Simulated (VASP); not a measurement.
AlGa3N4, 8 atoms in the cell. Symmetry: P-43m, No. 215, cubic system. The conventional cell has a = 4.510 Å, b = 4.510 Å, c = 4.510 Å, α = 90.00°, β = 90.00°, γ = 90.00°. Al (site symmetry -43m) has 4 N at 1.91 Å within 2.5 Å. Ga (site symmetry -42m) has 4 N at 1.97 Å within 2.6 Å. N (site symmetry 3m) has 1 Al at 1.91 Å and 3 Ga at 1.97 Å within 2.5 Å.  This cell differs from its parent crystal: volume scaled by 1.03, then relaxed in part.

```yaml
Program: VASP 6.6.1
Task: single point
Functional: r2SCAN
Potentials_or_basis: VASP PAW PBE potentials, release 64 (Al, Ga_d, N)
Cutoff: 520 eV
k_mesh: 6 × 6 × 6
Occupations: gaussian, width 0.02 eV
Spin: no spin polarisation
Dipole_correction: no
Further_INCAR_settings: ALGO = Normal; EDIFF = 1e-06; NBANDS = 41
```

Potentials or basis: VASP PAW PBE potentials, release 64 (Al, Ga_d, N).

Command:

```console
$ cat potpaw_PBE.64/Al/POTCAR potpaw_PBE.64/Ga_d/POTCAR potpaw_PBE.64/N/POTCAR > POTCAR
$ cp INCAR.step1 INCAR
$ mpirun -np 1 vasp_std > vasp.out
$ cp INCAR.step2 INCAR
$ mpirun -np 1 vasp_std > vasp.out
```

Hardware: 1 thread of AMD EPYC 7R43 64-Core Processor (Zen 3) (shared host).

Problem. How long does it take, and how much memory?

Solution. Run time: 7.2 min on 1 thread of AMD EPYC 7R43 64-Core Processor (Zen 3) (shared host), peak memory 0.21 GiB. Counts: k points 20.
